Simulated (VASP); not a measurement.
BaS, 2 atoms in the cell. Symmetry: Fm-3m, No. 225, cubic system. Conventional cell: a = 6.388 Å, b = 6.388 Å, c = 6.388 Å, α = 90.00°, β = 90.00°, γ = 90.00°. Within 4.2 Å of Ba (site symmetry m-3m) lie 6 S at 3.19 Å. S (site symmetry m-3m) has 6 Ba at 3.19 Å within 4.2 Å. 

| Item | Value |
| --- | --- |
| Program | VASP 6.6.1 |
| Task | single point |
| Functional | PBE |
| Potentials or basis | VASP PAW PBE potentials, release 64 (Ba_sv, S) |
| Cutoff | 520 eV |
| k mesh | 7 × 7 × 7 |
| Occupations | fermi-dirac, width 0.01 eV |
| Spin | no spin polarisation |
| Dipole correction | no |
| k mesh for the DOS | 11 × 11 × 11 |
| Occupations for the DOS | tetrahedron |
| Further INCAR settings | ALGO = Normal; EDIFF = 1e-07; NBANDS = 15 |

Potentials or basis: VASP PAW PBE potentials, release 64 (Ba_sv, S).

The run is started by

```bash
$ cat potpaw_PBE.64/Ba_sv/POTCAR potpaw_PBE.64/S/POTCAR > POTCAR
$ cp INCAR.step1 INCAR
$ cp KPOINTS.step1 KPOINTS
$ mpirun -np 1 vasp_std > vasp.out
$ cp INCAR.step2 INCAR
$ cp KPOINTS.step2 KPOINTS
$ mpirun -np 1 vasp_std > vasp.out
```

Hardware: 1 thread of Intel(R) Xeon(R) Platinum 8488C (Sapphire Rapids) (shared host).

Task: Estimate the wall time of this run.

Result: Wall time 36 s on 1 thread of Intel(R) Xeon(R) Platinum 8488C (Sapphire Rapids), on a shared host, peak memory 0.22 GiB. Counts: k points 56.
